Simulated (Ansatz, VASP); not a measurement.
**Cd in VASP and in Ansatz**

File INCAR:

```
  ALGO = Normal
  EDIFF = 1E-6
  ENCUT = 500
  GGA = RP
  GGA_COMPAT = False
  ISIF = 2
  ISMEAR = -1
  LASPH = True
  LCHARG = False
  LREAL = False
  LWAVE = False
  NBANDS = 19
  NELM = 120
  PREC = Accurate
  SIGMA = 0.0049
```

The input KPOINTS:

```
k-points
0
Gamma
  6 6 4
```

POSCAR

```
Cd
1.0
    2.9788725081      0.0000000000      0.0000000000
   -1.4894362540      2.5797792666      0.0000000000
    0.0000000000      0.0000000000      5.6176500000
Cd
2
Direct
    0.3333333333      0.6666666667      0.2500000000
    0.6666666667      0.3333333333      0.7500000000
```

Input for Ansatz:

```yaml
crystal:
  lattice:
    - [2.9788725081, 0.0, 0.0]
    - [-1.489436254, 2.5797792666, 0.0]
    - [0.0, 0.0, 5.61765]
  atoms:
    - { symbol: Cd, position: [0.3333333333, 0.6666666667, 0.25] }
    - { symbol: Cd, position: [0.6666666667, 0.3333333333, 0.75] }
basis:
  ecutwfc: 420
kpoints:
  mp_grid: { grid: [6, 6, 4] }
hamiltonian:
  xc: rpbe
scf:
  occupations: { method: fermi_dirac, width: 0.0049 }
  convergence: { dr2_threshold: "1e-4 eV" }
output:
  forces: true
  stress: true
  eigenvalues: true
```

Alike in both runs: task single point; functional RPBE; k mesh 6 × 6 × 4; occupations fermi-dirac, width 0.0049 eV; no spin polarisation.

```csv
,VASP,Ansatz
version,VASP 6.6.1,Ansatz 0.2.0
potentials or method,"VASP PAW PBE potentials, release 64 (Cd), cutoff 500 eV","scalar-relativistic, plane waves, PAW"
valence electrons in the cell,24,40
```

```tsv
	VASP	Ansatz	Ansatz less VASP
gap on the k mesh at the Fermi level (eV)	none	none	-
pressure (GPa)	7.0	6.6	-0.33
traceless stress, the component that is largest in VASP (GPa)	-1.13	-0.99	+0.142
```

VASP's potentials were made for PBE, not for RPBE. A gap of «none» marks a metal or a gap that the smearing closes. VASP's potentials hold 24 valence electrons a cell and Ansatz's 40, so a difference there can come from the potentials and not from the codes. Ansatz's warnings: force scf threshold loose, stress scf threshold loose.

The k mesh is coarse, so the values compare programs but aren't converged.
